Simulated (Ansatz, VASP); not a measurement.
**Ir: VASP beside Ansatz**

```
CELL_PARAMETERS angstrom
2.75138 0.00000 0.00000
-1.37569 2.38276 0.00000
0.00000 0.00000 4.46229
ATOMIC_POSITIONS crystal
Ir 0.33333 0.66667 0.25000
Ir 0.66667 0.33333 0.75000
```

Alike in both runs: functional LDA; k mesh 8 × 8 × 5; occupations fermi-dirac, width 0.05 eV; non-collinear spin, spin-orbit coupling.

|  | VASP | Ansatz |
| --- | --- | --- |
| version | VASP 6.6.1 | Ansatz 0.2.0 |
| potentials or method | VASP PAW LDA potentials, release 64 (Ir) | Ansatz PAW |
| plane-wave cutoff (eV) | 520 | 420 |
| valence electrons in the cell | 18 | 34 |
| task | single point | band structure |

Ansatz gave:

```
pressure (GPa)                                                : -16.4
traceless stress, the component that is largest in VASP (GPa) : -0.22
net moment per atom (μB)                                      : 0.00
```

Question: What did VASP give for the same quantities?

Answer: Pressure (GPa): -14.0; traceless stress, the component that is largest in VASP (GPa): -0.12; net moment per atom (μB): 0.00.

LDA's correlation is that of Perdew and Zunger in VASP and of Perdew and Wang (1992) in Ansatz. VASP's potentials hold 18 valence electrons a cell and Ansatz's 34, so a difference there can come from the potentials and not from the codes.
